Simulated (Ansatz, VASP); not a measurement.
**ReS: VASP beside Ansatz**

```
Re S
1.0
     0.00000    2.61833    2.61833
     2.61833    0.00000    2.61833
     2.61833    2.61833    0.00000
Re S
1 1
Direct
  0.00382 0.99618 0.00382
  0.25000 0.25000 0.25000
```

Alike in both runs: task single point; functional PBE; k mesh 12 × 12 × 12; occupations gaussian, width 0.05 eV; collinear spin.

```csv
,VASP,Ansatz
version,VASP 6.6.1,Ansatz 0.2.0
potentials or method,"VASP PAW PBE potentials, release 64 (Re_sv_GW, S), cutoff 560 eV","scalar-relativistic, plane waves, PAW"
valence electrons in the cell,21,21
```

```csv
,VASP,Ansatz,Ansatz less VASP
gap on the k mesh at the Fermi level (eV),none,none,-
pressure (GPa),-0.6,0.0,+0.68
"traceless stress, the component that is largest in VASP (GPa)",1.68,1.68,+0.005
rms of the force components (eV/Å),0.178,0.178,+0.0002
net moment per atom (μB),0.01,0.00,-0.012
```

Atom by atom the forces differ by 0.000 eV/Å (rms over components). A gap of «none» marks a metal or a gap that the smearing closes. With one functional, cell and mesh, what is left measures potentials, basis and numerics. Ansatz's warnings: seeded moment not kept, stability check not made.

Neither program's run includes spin-orbit coupling.
